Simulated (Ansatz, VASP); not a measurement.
BN in VASP and in Ansatz

The input INCAR:

```
  PREC = Accurate
  ENCUT = 520
  EDIFF = 1E-7
  ISMEAR = 0
  SIGMA = 0.05
  LREAL = False
  LASPH = True
  NELM = 60
  ALGO = Normal
  ISIF = 2
  LWAVE = False
  LCHARG = False
  GGA = PS
  NBANDS = 26
```

Contents of KPOINTS:

```
Automatic mesh
0
Gamma
  6 6 10
```

File POSCAR:

```
BN
1.0
    4.3982250342      0.0000000000      0.0000000000
    0.0000000000      4.3982250342      0.0000000000
    0.0000000000      0.0000000000      2.4619000000
B N
4 4
Direct
    0.1741337327      0.8258662673      0.5000000000
    0.3258662673      0.3258662673      0.0000000000
    0.6741337327      0.6741337327      0.0000000000
    0.8258662673      0.1741337327      0.5000000000
    0.8123909516      0.8123909516      0.5000000000
    0.3123909516      0.6876090484      0.0000000000
    0.6876090484      0.3123909516      0.0000000000
    0.1876090484      0.1876090484      0.5000000000
```

Input for Ansatz:

```yaml
crystal:
  lattice:
    - [4.3982250342, 0.0, 0.0]
    - [0.0, 4.3982250342, 0.0]
    - [0.0, 0.0, 2.4619]
  atoms:
    - { symbol: B, position: [0.1741337327, 0.8258662673, 0.5] }
    - { symbol: B, position: [0.3258662673, 0.3258662673, 0.0] }
    - { symbol: B, position: [0.6741337327, 0.6741337327, 0.0] }
    - { symbol: B, position: [0.8258662673, 0.1741337327, 0.5] }
    - { symbol: "N", position: [0.8123909516, 0.8123909516, 0.5] }
    - { symbol: "N", position: [0.3123909516, 0.6876090484, 0.0] }
    - { symbol: "N", position: [0.6876090484, 0.3123909516, 0.0] }
    - { symbol: "N", position: [0.1876090484, 0.1876090484, 0.5] }
basis:
  ecutwfc: 520.0
kpoints:
  mp_grid: { grid: [6, 6, 10] }
hamiltonian:
  xc: pbesol
  pseudopotentials: { kind: paw, azcp: { folder: soft_1 } }
scf:
  occupations: { method: gaussian, width: 0.05 }
output:
  forces: true
  stress: true
  eigenvalues: true
```

Alike in both runs: task single point; functional PBEsol; k mesh 6 × 6 × 10; occupations gaussian, width 0.05 eV; no spin polarisation.

|  | VASP | Ansatz |
| --- | --- | --- |
| version | VASP 6.6.1 | Ansatz 0.2.0 |
| potentials or method | VASP PAW PBE potentials, release 64 (B, N), cutoff 520 eV | scalar-relativistic, plane waves, PAW |
| valence electrons in the cell | 32 | 32 |

```tsv
	VASP	Ansatz	Ansatz less VASP
gap on the k mesh at the Fermi level (eV)	4.62	4.63	+0.014
least direct gap on the mesh (eV)	5.81	5.82	+0.014
pressure (GPa)	14.0	13.1	-0.84
traceless stress, the component that is largest in VASP (GPa)	20.24	19.97	-0.265
rms of the force components (eV/Å)	0.142	0.137	-0.0047
```

VASP's potentials were made for PBE, not for PBEsol, and Ansatz warns of the same on its side. Atom by atom the forces differ by 0.005 eV/Å (rms over components). The functional is the same, so the differences come from potentials, cutoffs and numerics.
